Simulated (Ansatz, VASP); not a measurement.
**One calculation of Re, two programs**

Contents of INCAR:

```
SYSTEM = Re
PREC = Accurate
ENCUT = 520
EDIFF = 1E-7
ISMEAR = 0
SIGMA = 0.15
LREAL = .False.
LASPH = .True.
NELM = 80
ALGO = Normal
ISIF = 2
LWAVE = .False.
LCHARG = .False.
GGA = PE
NBANDS = 10
```

File KPOINTS:

```
regular mesh
0
Gamma
  10 10 10
  0 0 0
```

The input POSCAR:

```
Re
1.0
    0.0000000000      2.2846612147      1.4375088363
    2.2846612147      0.0000000000      1.4375088363
    2.2846612147      2.2846612147      0.0000000000
Re
1
Direct
    0.0000000000      0.0000000000      0.0000000000
```

Input for Ansatz:

```yaml
crystal:
  lattice:
    - [0.0, 2.2846612147, 1.4375088363]
    - [2.2846612147, 0.0, 1.4375088363]
    - [2.2846612147, 2.2846612147, 0.0]
  atoms:
    - { symbol: Re, position: [0.0, 0.0, 0.0] }
basis:
  ecutwfc: 420
kpoints:
  mp_grid: { grid: [10, 10, 10] }
hamiltonian:
  xc: pbe
scf:
  occupations: { method: gaussian, width: 0.15 }
output:
  forces: true
  stress: true
  eigenvalues: true
```

Alike in both runs: task single point; functional PBE; k mesh 10 × 10 × 10; occupations gaussian, width 0.15 eV; no spin polarisation.

```csv
,VASP,Ansatz
version,VASP 6.6.1,Ansatz 0.2.0
potentials or method,"VASP PAW PBE potentials, release 64 (Re), cutoff 520 eV","scalar-relativistic, plane waves, PAW"
valence electrons in the cell,7,15
```

VASP gave:

| Quantity | Value |
| --- | --- |
| gap on the k mesh at the Fermi level (eV) | none |
| pressure (GPa) | 2.7 |
| traceless stress, the component that is largest in VASP (GPa) | 3.68 |

Task: Estimate Ansatz's values.

Result: gap on the k mesh at the Fermi level (eV): none; pressure (GPa): 3.1; traceless stress, the component that is largest in VASP (GPa): 3.86.

A gap of «none» marks a metal or a gap that the smearing closes. With one functional, cell and mesh, what is left measures potentials, basis and numerics. VASP's potentials hold 7 valence electrons a cell and Ansatz's 15, so a difference there can come from the potentials and not from the codes.

Neither program's run includes spin-orbit coupling.
